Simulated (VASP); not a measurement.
AlNi: electric field gradients with PBEsol

AlNi:

```
CELL_PARAMETERS angstrom
2.88100 0.00000 0.00000
0.00000 2.88100 0.00000
0.00000 0.00000 2.88100
ATOMIC_POSITIONS crystal
Al 0.00000 0.00000 0.00000
Ni 0.50000 0.50000 0.50000
```

- Program: VASP 6.6.1
- Task: electric field gradients
- Functional: PBEsol
- Potentials or basis: VASP PAW PBE potentials, release 64 (Al, Ni)
- Cutoff: 520 eV
- k mesh: 13 × 13 × 13
- Occupations: fermi-dirac, width 0.05 eV
- Spin: collinear spin, ferromagnetic start
- Starting moments: [0.0, 1.5] μB
- Dipole correction: no
- Further INCAR settings: ALGO = Normal; EDIFF = 1e-08; NBANDS = 18

```json
{
 "Pressure": "-3.2 GPa",
 "Net moment": "0.00 μB per cell",
 "Valence electrons inside the program's atomic spheres": "Al 0.80; Ni 9.48"
}
```

Levels at points of the mesh, in eV from the Fermi level:
Spin up:
| k point | band 4 | band 5 | band 6 | band 7 | band 8 | band 9 |
| --- | --- | --- | --- | --- | --- | --- |
| (0.00, 0.00, 0.00) | -1.52 | -1.52 | -1.52 | 5.51 | 5.51 | 5.51 |
Spin down:
| k point | band 4 | band 5 | band 6 | band 7 | band 8 | band 9 |
| --- | --- | --- | --- | --- | --- | --- |
| (0.00, 0.00, 0.00) | -1.52 | -1.52 | -1.52 | 5.51 | 5.51 | 5.51 |

Run time: 36 s on 1 thread of Intel(R) Xeon(R) Platinum 8488C (Sapphire Rapids), on a shared host, peak memory 0.19 GiB.

Caveat: the starting moments collapsed, and a magnetic state may lie lower; without QUAD_EFG the Cq values of the log hold for a quadrupole moment of 1 mb, not for the nuclei; the PAW data sets were made with another functional, which shifts forces and pressure a little.
